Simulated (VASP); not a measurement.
Pd: single point with PBE

The system is Pd.

```
Pd
1.0
     2.47024    0.00000    0.00000
    -1.23512    2.13929    0.00000
     0.00000    0.00000    2.38937
Pd
1
Direct
  0.00000 0.00000 0.00000
```

This cell differs from its parent crystal: volume scaled by 0.76.

```
Program             : VASP 6.6.1
Task                : single point
Functional          : PBE
Potentials or basis : VASP PAW PBE potentials, release 64 (Pd_sv_GW)
Cutoff              : 540 eV
k mesh              : 16 × 16 × 15
Occupations         : fermi-dirac, width 0.08 eV
Spin                : no spin polarisation
```

| Property | Result |
| --- | --- |
| Pressure | 78.4 GPa |
| Band gap on the k mesh | zero (band 9 reaches 12.74 eV, above the bottom of band 10 at 9.49 eV) |

Levels at points of the mesh, in eV from the Fermi level:
| k point | band 5 | band 6 | band 7 | band 8 | band 9 | band 10 | band 11 | band 12 | band 13 | band 14 |
| --- | --- | --- | --- | --- | --- | --- | --- | --- | --- | --- |
| (0.00, 0.00, 0.00) | -8.48 | -6.89 | -3.93 | -3.93 | 0.14 | 0.14 | 17.25 | 17.64 | 25.08 | 25.08 |
| (0.50, 0.00, 0.00) | -7.33 | -5.46 | -2.52 | -0.42 | 0.56 | 0.56 | 8.63 | 16.31 | 20.45 | 25.18 |

Run time: 42 s on 1 thread of AMD EPYC 7R13 Processor (Zen 3), on a shared host, peak memory 0.15 GiB.
